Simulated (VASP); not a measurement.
# Ga (C2/c) in VASP: a series of runs, part 2 of 2

VASP 6.6.1. The steps go on from the part before.

## Step 4: Single point, PBEsol (15.77 Å³/atom)

This run uses another cell than the first one, of 15.77 Å³/atom.

The input, INCAR:

```
ALGO     = Fast           # electronic algorithm
EDIFF    = 1E-6           # SCF threshold, eV
ENCUT    = 520            # plane-wave cutoff, eV
GGA      = PS             # functional
ISIF     = 2              # what is computed and relaxed
ISMEAR   = 0              # smearing method
LASPH    = True           # aspherical terms in the spheres
LCHARG   = False          # write CHGCAR
LREAL    = False          # projectors in reciprocal space
LWAVE    = False          # write WAVECAR
NBANDS   = 20             # bands
NELM     = 100            # most SCF steps
PREC     = Accurate       # precision mode
SIGMA    = 0.1            # smearing width, eV
```

The input, KPOINTS:

```
k-points
0
Gamma
  16 16 12
```

The input, POSCAR:

```
Ga
1.0
    1.3147996620     -3.8428431171     -0.0288562293
    1.3147996620      3.8428431171     -0.0288562293
   -0.1819341769      0.0000000000      3.1242718073
Ga
2
Direct
    0.8667142808      0.1332857192      0.2500000000
    0.1332857192      0.8667142808      0.7500000000
```

Potentials or basis: VASP PAW PBE potentials, release 64 (Ga_d).

The run is started by

```sh
$ cat potpaw_PBE.64/Ga_d/POTCAR > POTCAR
$ mpirun -np 1 vasp_std > vasp.out
```

OUTCAR:

```text
EDIFF = 1E-6
   ENCUT = 520
   GGA = PS
   ISIF = 2
   ISMEAR = 0
   LASPH = True
   LREAL = False
   NELM = 100
   PREC = Accurate

 ion  position               nearest neighbor table
   1  0.867  0.133  0.250-   2 2.58   2 2.58   2 2.66   2 2.66   2 2.78   2 2.78
   2  0.133  0.867  0.750-   1 2.58   1 2.58   1 2.66   1 2.66   1 2.78   1 2.78

  LATTYP: Found a base centered monoclinic cell.
 ALAT       =     2.6302325625
 B/A-ratio  =     2.9220557695
 C/A-ratio  =     1.1898432900
 COS(beta)  =    -0.0800248784

  Lattice vectors:

 A1 = (   1.3147996620,  -3.8428431171,  -0.0288562293)
 A2 = (   1.3147996620,   3.8428431171,  -0.0288562293)
 A3 = (  -0.1819341769,   0.0000000000,   3.1242718073)

Analysis of symmetry for initial positions (statically):
=====================================================================
 Subroutine PRICEL returns:
 Original cell was already a primitive cell.

 Routine SETGRP: Setting up the symmetry group for a
 base centered monoclinic supercell.

 Subroutine GETGRP returns: Found  4 space group operations
[... 163 lines left out ...]
  ---------------------------------------------------
  free energy    TOTEN  =        -6.55529551 eV

  energy without entropy =       -6.55259571  energy(sigma->0) =       -6.55394561

 E-fermi :   7.2324     XC(G=0): -12.0433

 val. band max:        7.2314590435   @ k =   0.1875  -0.0000   0.4167
 cond. band min:       7.2395825567   @ k =  -0.4375   0.4375   0.2500
 fundamental gap:      0.0081235131
 Fermi energy:         7.2324357188

 k-point     1 :       0.0000    0.0000    0.0000
  band No.  band energies     occupation
      1      -8.2615      2.00000
      2      -8.2355      2.00000
      3      -8.1878      2.00000
      4      -8.1693      2.00000
      5      -7.7697      2.00000
      6      -7.7635      2.00000
[... 541 lines left out ...]
     19      19.3167      0.00000
     20      20.9063      0.00000

 [... further k-points ...]

------------------------ aborting loop because EDIFF is reached ----------------------------------------

  FORCE on cell =-STRESS in cart. coord.  units (eV):
  Direction    XX          YY          ZZ          XY          YZ          ZX
  --------------------------------------------------------------------------------------
  -------------------------------------------------------------------------------------
  Total        2.1912757      2.1817550      2.1838829      0.0000000      0.0000000     -0.0011410
  in kB      111.3453176    110.8615430    110.9696666      0.0000000      0.0000000     -0.0579762
  external PRESSURE =     111.0588424 kB  Pullay stress =       0.0000000 kB

 VOLUME and BASIS-vectors are now :
 -----------------------------------------------------------------------------
  energy-cutoff  :      520.00
  volume of cell :       31.53
      direct lattice vectors                 reciprocal lattice vectors
     1.314799662 -3.842843117 -0.028856229     0.380772717 -0.130111999  0.022173350
     1.314799662  3.842843117 -0.028856229     0.380772717  0.130111999  0.022173350
    -0.181934177  0.000000000  3.124271807     0.007033745  0.000000000  0.320484177

 POSITION                                       TOTAL-FORCE (eV/Angst)
 -----------------------------------------------------------------------------------
      1.26932     -2.81845      0.75221         0.000000     -0.003205      0.000000
      1.17835      2.81845      2.31435        -0.000000      0.003205     -0.000000
 -----------------------------------------------------------------------------------
    total drift:                                0.000000      0.000000     -0.000000

  FREE ENERGIE OF THE ION-ELECTRON SYSTEM (eV)
  ---------------------------------------------------
  free  energy   TOTEN  =        -6.5552955150 eV

  energy  without entropy=       -6.5525957117  energy(sigma->0) =       -6.55394561
```

OSZICAR:

```text
N       E                     dE             d eps       ncg     rms          rms(c)
DAV:   1     0.127508756128E+03    0.12751E+03   -0.13083E+04 35852   0.259E+03
DAV:   2     0.396833577056E+01   -0.12354E+03   -0.12018E+03 34068   0.382E+02
DAV:   3    -0.653288949893E+01   -0.10501E+02   -0.10445E+02 36848   0.930E+01
DAV:   4    -0.667659996841E+01   -0.14371E+00   -0.14364E+00 37976   0.119E+01
DAV:   5    -0.667904793236E+01   -0.24480E-02   -0.24478E-02 38124   0.151E+00    0.191E+00
RMM:   6    -0.657717846064E+01    0.10187E+00   -0.15792E-01 43817   0.491E+00    0.900E-01
RMM:   7    -0.655763159825E+01    0.19547E-01   -0.37905E-02 45974   0.197E+00    0.265E-01
RMM:   8    -0.655519590985E+01    0.24357E-02   -0.59418E-03 49153   0.674E-01    0.200E-02
RMM:   9    -0.655526560994E+01   -0.69700E-04   -0.90032E-04 48221   0.367E-01    0.170E-02
RMM:  10    -0.655529206385E+01   -0.26454E-04   -0.34637E-04 54832   0.155E-01    0.466E-03
RMM:  11    -0.655529509549E+01   -0.30316E-05   -0.29016E-05 45372   0.446E-02    0.288E-03
RMM:  12    -0.655529551497E+01   -0.41949E-06   -0.56105E-06 33474   0.240E-02
   1 F= -.65552955E+01 E0= -.65539456E+01  d E =-.269980E-02
```

stdout:

```text
POSCAR found type information on POSCAR Ga
 POSCAR found :  1 types and       2 ions
 scaLAPACK will be used
 -----------------------------------------------------------------------------
|                                                                             |
|                                                                             |
|     You enforced a specific xc type in the INCAR file but a different       |
|     I HOPE YOU KNOW WHAT YOU ARE DOING!                                     |
|                                                                             |
 -----------------------------------------------------------------------------

 LDA part: xc-table for (Slater+PW92), standard interpolation
 POSCAR, INCAR and KPOINTS ok, starting setup
 FFT: planning ... GRIDC
 FFT: planning ... GRID_SOFT
 FFT: planning ... GRID
 WAVECAR not read
 entering main loop
WARNING in EDDRMM: call to ZHEGV failed, returncode =   6  3     19
WARNING in EDDRMM: call to ZHEGV failed, returncode =   8  4     18
WARNING in EDDRMM: call to ZHEGV failed, returncode =   6  3     15
WARNING in EDDRMM: call to ZHEGV failed, returncode =   8  4     15
```

Run time: 4 min. Hardware: 1 thread of Intel Xeon 6975P-C (Granite Rapids), shared host; peak memory 0.48 GiB.

Results:

| Property | Result |
| --- | --- |
| Free energy | -6.5553 eV |
| Pressure | 11.1 GPa |
| Largest force | 0.003 eV/Å |
| Band gap on the k mesh | zero (bands 13 and 14 overlap by 9.79 eV) |

Forces on the atoms (eV/Å):
```
Ga   0.000 -0.003  0.000
Ga   0.000  0.003  0.000
```

Levels at points of the mesh, in eV from the Fermi level:
```csv
k point,band 10,band 11,band 12,band 13,band 14,band 15,band 16,band 17
"(0.00, 0.00, 0.00)",-14.73,-12.67,-2.78,-1.35,1.90,5.95,10.64,11.55
"(0.50, 0.00, 0.00)",-14.77,-6.53,-5.95,-1.88,0.18,6.23,7.98,8.97
"(0.50, 0.50, 0.00)",-14.81,-10.40,-9.59,4.44,5.42,6.97,7.18,8.30
"(0.00, 0.00, 0.50)",-14.82,-8.63,-8.63,1.61,1.61,2.72,2.72,12.82
"(0.50, 0.00, 0.50)",-14.76,-3.51,-2.96,-1.97,-1.06,1.40,2.79,4.23
"(0.50, 0.50, 0.50)",-14.93,-6.40,-6.40,-5.25,-5.25,11.75,11.75,13.15
```

Caveat: the cell stands under pressure; the PAW data sets were made with another functional, which shifts forces and pressure a little.

## Step 5: Single point, PBEsol

This run uses another cell than the first one, of 15.90 Å³/atom.

The input, INCAR:

```
  PREC = Accurate
  ENCUT = 520
  EDIFF = 1E-6
  ISMEAR = -1
  SIGMA = 0.15
  LREAL = F
  LASPH = T
  NELM = 80
  ALGO = Fast
  ISIF = 2
  LWAVE = F
  LCHARG = F
  GGA = PS
  NBANDS = 20
```

The input, KPOINTS:

```
regular mesh
0
Gamma
  16 16 12
```

The input, POSCAR:

```
Ga
1.0
    1.3176217815     -3.8597917480     -0.0213618132
    1.3176217815      3.8597917480     -0.0213618132
   -0.1639332141      0.0000000000      3.1292133330
Ga
2
Direct
    0.8667484428      0.1332515572      0.2500000000
    0.1332515572      0.8667484428      0.7500000000
```

The run is started by

```sh
$ cat potpaw_PBE.64/Ga_d/POTCAR > POTCAR
$ mpirun -np 1 vasp_std > vasp.out
```

It took 3.9 min on 1 thread of Intel Xeon 6975P-C (Granite Rapids), shared host; peak memory 0.48 GiB.

Results (log left out):

* Free energy: -6.5927 eV
* Pressure: 10.2 GPa
* Band gap on the k mesh: zero (bands 13 and 14 overlap by 9.76 eV)

Levels at points of the mesh, in eV from the Fermi level:
```
           k point  band 10  band 11  band 12  band 13  band 14  band 15  band 16  band 17
(0.00, 0.00, 0.00)   -14.71   -12.59    -2.77    -1.40     1.93     5.96    10.57    11.50
(0.50, 0.00, 0.00)   -14.75    -6.50    -5.90    -1.86     0.16     6.36     7.83     9.11
(0.50, 0.50, 0.00)   -14.79   -10.34    -9.53     4.44     5.41     6.93     7.14     8.26
(0.00, 0.00, 0.50)   -14.80    -8.57    -8.57     1.60     1.60     2.68     2.68    12.88
(0.50, 0.00, 0.50)   -14.74    -3.40    -2.89    -1.97    -1.15     1.50     2.68     4.28
(0.50, 0.50, 0.50)   -14.91    -6.37    -6.37    -5.19    -5.19    11.84    11.84    13.01
```

Caveat: the cell stands under pressure; the PAW data sets were made with another functional, which shifts forces and pressure a little.

## Step 6: Single point, PBEsol (16.30 Å³/atom)

This run uses another cell than the first one, of 16.30 Å³/atom.

The input, INCAR:

```
PREC = Accurate
ENCUT = 520
EDIFF = 1E-6
ISMEAR = 0
SIGMA = 0.1
LREAL = False
LASPH = True
NELM = 100
ALGO = Fast
ISIF = 2
LWAVE = False
LCHARG = False
GGA = PS
NBANDS = 20
```

The input, KPOINTS:

```
Automatic mesh
0
Gamma
  16 16 12
```

The input, POSCAR:

```
Ga
1.0
    1.3280620145     -3.8683603951     -0.0262741896
    1.3280620145      3.8683603951     -0.0262741896
   -0.1764798752      0.0000000000      3.1768495537
Ga
2
Direct
    0.8666490033      0.1333509967      0.2500000000
    0.1333509967      0.8666490033      0.7500000000
```

Potentials or basis: VASP PAW PBE potentials, release 64 (Ga_d).

The run is started by

```sh
$ cat potpaw_PBE.64/Ga_d/POTCAR > POTCAR
$ mpirun -np 1 vasp_std > vasp.out
```

Run time: 4 min. Hardware: 1 thread of Intel Xeon 6975P-C (Granite Rapids), shared host; peak memory 0.49 GiB.

Results (log left out):

- Free energy: -6.6170 eV
- Pressure: 7.6 GPa
- Band gap on the k mesh: zero (bands 13 and 14 overlap by 9.48 eV)

Stress tensor (GPa, compression positive):
```
 7.68  0.00 -0.04
 0.00  7.62  0.00
-0.04  0.00  7.51
```

Levels at points of the mesh, in eV from the Fermi level:
```tsv
k point	band 9	band 10	band 11	band 12	band 13	band 14	band 15	band 16	band 17	band 18
(0.00, 0.00, 0.00)	-14.87	-14.70	-12.37	-2.58	-1.35	1.73	5.73	10.44	11.25	11.56
(0.50, 0.00, 0.00)	-14.78	-14.73	-6.41	-5.76	-1.74	0.20	6.02	7.75	8.71	10.38
(0.50, 0.50, 0.00)	-14.83	-14.77	-10.13	-9.34	4.22	5.18	6.63	6.86	8.15	11.41
(0.00, 0.00, 0.50)	-14.78	-14.78	-8.48	-8.48	1.64	1.64	2.72	2.72	12.56	12.56
(0.50, 0.00, 0.50)	-14.73	-14.73	-3.39	-2.97	-1.93	-1.18	1.46	2.73	4.22	5.33
(0.50, 0.50, 0.50)	-14.88	-14.88	-6.34	-6.34	-5.07	-5.07	11.53	11.53	12.98	12.98
```

Caveat: the cell stands under pressure; the PAW data sets were made with another functional, which shifts forces and pressure a little.

## Step 7: Relaxation of shape and atoms at fixed volume, PBEsol (18.99 Å³/atom)

The input, INCAR:

```
SYSTEM = Ga
  ALGO = Fast
  EDIFF = 1E-6
  EDIFFG = -0.01
  ENCUT = 600
  GGA = PS
  IBRION = 2
  ISIF = 4
  ISMEAR = 0
  LASPH = .TRUE.
  LCHARG = .FALSE.
  LREAL = .FALSE.
  LWAVE = .FALSE.
  NELM = 100
  NSW = 50
  PREC = Accurate
  SIGMA = 0.1
```

The input, KPOINTS:

```
k-points
0
G
  16 16 12
  0 0 0
```

The input, POSCAR:

```
Ga
1.0
    1.3976787780     -4.0329120819     -0.0241411178
    1.3976787780      4.0329120819     -0.0241411178
   -0.1767476766      0.0000000000      3.3720660502
Ga
2
Direct
    0.8660459096      0.1339540904      0.2500000000
    0.1339540904      0.8660459096      0.7500000000
```

The run is started by

```sh
$ cat potpaw_PBE.64/Ga_d/POTCAR > POTCAR
$ mpirun -np 1 vasp_std > vasp.out
```

Run time: 86 min. Hardware: 1 thread of Oxide Virtual Turin-like, shared host; peak memory 0.61 GiB.

Results (log left out):

```yaml
Free_energy: -6.6662 eV
Energy_gained_by_relaxing: 0.2 meV/atom
Ionic_steps: 9
Pressure_after_relaxing: -3.0 GPa
Largest_force_after_relaxing: 0.006 eV/Å
Band_gap_on_the_k_mesh: zero (bands 13 and 14 overlap by 8.06 eV)
```

Forces on the atoms (eV/Å):
```
Ga   0.000 -0.006  0.000
Ga   0.000  0.006  0.000
```

Step by step:
```
step  energy change (eV)  largest force (eV/Å)  pressure (GPa)  volume (Å³)
   1              0.0000                0.0062           -3.12        37.98
   2             -0.0001                0.0020           -3.07        37.98
   3             -0.0003                0.0001           -3.03        37.98
   4             -0.0001                0.0017           -3.00        37.98
   5             -0.0003                0.0070           -3.05        37.98
   6             -0.0004                0.0114           -3.03        37.98
   7             -0.0004                0.0125           -3.02        37.98
   8             -0.0004                0.0153           -3.02        37.98
   9             -0.0004                0.0056           -3.03        37.98
```

Final structure:
```yaml
crystal:
  lattice:
    - [1.39995, -4.00680, -0.01647]
    - [1.39995, 4.00680, -0.01647]
    - [-0.15829, 0.00000, 3.38734]
  atoms:
    - { symbol: Ga, position: [0.86567, 0.13433, 0.25000] }
    - { symbol: Ga, position: [0.13433, 0.86567, 0.75000] }
```

Levels at points of the mesh, in eV from the Fermi level:
```
           k point  band 11  band 12  band 13  band 14  band 15  band 16
(0.00, 0.00, 0.00)   -11.10    -1.84    -1.50     1.36     5.16     9.24
(0.50, 0.00, 0.00)    -6.02    -5.04    -1.28     0.11     5.29     6.73
(0.50, 0.50, 0.00)    -9.08    -8.29     3.58     4.52     5.50     5.80
(0.00, 0.00, 0.50)    -7.77    -7.77     1.74     1.74     2.65     2.65
(0.50, 0.00, 0.50)    -3.07    -2.99    -1.68    -1.53     1.63     2.48
(0.50, 0.50, 0.50)    -6.04    -6.04    -4.26    -4.26    10.27    10.27
```

Caveat: the PAW data sets were made with another functional, which shifts forces and pressure a little.

## Step 8: The runs side by side

```tsv
task	cell	cutoff (eV)	smearing	gap on the mesh (eV)	pressure (GPa)
single point	a = 4.244, b = 4.244, c = 3.393 Å, angles 91.0, 91.0, 141.5°, 2 atoms, atomic positions A	520	gaussian 0.1 eV	none	-2.9
single point	a = 4.293, b = 4.293, c = 3.436 Å, angles 91.0, 91.0, 141.5°, 2 atoms, atomic positions B	520	gaussian 0.1 eV	none	-4.5
single point	a = 4.062, b = 4.062, c = 3.130 Å, angles 91.5, 91.5, 142.2°, 2 atoms, atomic positions C	520	gaussian 0.1 eV	none	11.1
single point	a = 4.079, b = 4.079, c = 3.134 Å, angles 91.3, 91.3, 142.3°, 2 atoms, atomic positions C	520	fermi-dirac 0.15 eV	none	10.2
single point	a = 4.090, b = 4.090, c = 3.182 Å, angles 91.4, 91.4, 142.1°, 2 atoms, atomic positions D	520	gaussian 0.1 eV	none	7.6
relaxation of shape and atoms at fixed volume	relaxed from a = 4.268, b = 4.268, c = 3.377 Å, angles 91.3, 91.3, 141.8°, 2 atoms, atomic positions E	600	gaussian 0.1 eV	none	-3.0
```

Alike in all rows: level PBEsol; potentials or basis VASP PAW PBE potentials, release 64 (Ga_d); no spin polarisation; k mesh 16 × 16 × 12.

Caveats: the PAW data sets were made with another functional, which shifts forces and pressure a little; the cell stands under pressure (at least some runs); the cell stands under tension (at least some runs).

Total energies depend on the potentials used, so only differences within one code and one set of settings carry meaning.

The gap in the log of VASP goes by the Fermi energy; the results here count the filled bands.